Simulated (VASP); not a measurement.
Crystal: SnO.

```
CELL_PARAMETERS angstrom
3.29754 0.00000 0.00000
-1.64877 2.85576 0.00000
0.00000 0.00000 18.36176
ATOMIC_POSITIONS crystal
Sn 0.00000 0.00000 0.99727
Sn 0.33333 0.66667 0.24638
Sn 0.00000 0.00000 0.49727
Sn 0.66667 0.33333 0.74638
O 0.00000 0.00000 0.19023
O 0.33333 0.66667 0.44113
O 0.00000 0.00000 0.69023
O 0.66667 0.33333 0.94113
```

Base run:

* Program: VASP 6.6.1
* Functional: r2SCAN
* Potentials or basis: VASP PAW PBE potentials, release 64 (Sn_d, O)
* Cutoff: 520 eV
* k mesh: 12 × 12 × 2
* Occupations: gaussian, width 0.01 eV
* Spin: no spin polarisation

Its results: band gap on the k mesh 1.59 eV (least direct gap 1.93 eV); pressure 0.4 GPa; largest force 0.110 eV/Å.

Task: The run is repeated on the same cell with these changes: functional from r2SCAN to PBE. What comes out?

Result: Band gap on the k mesh 1.38 eV (least direct gap 1.71 eV); pressure 3.3 GPa; largest force 0.507 eV/Å.

Caveats: spin-orbit coupling is left out, which moves the levels of the heavy elements; the PAW data sets were made with another functional, which shifts forces and pressure a little (at least some runs); the cell stands under pressure (at least some runs).

A k mesh can miss the band edges.
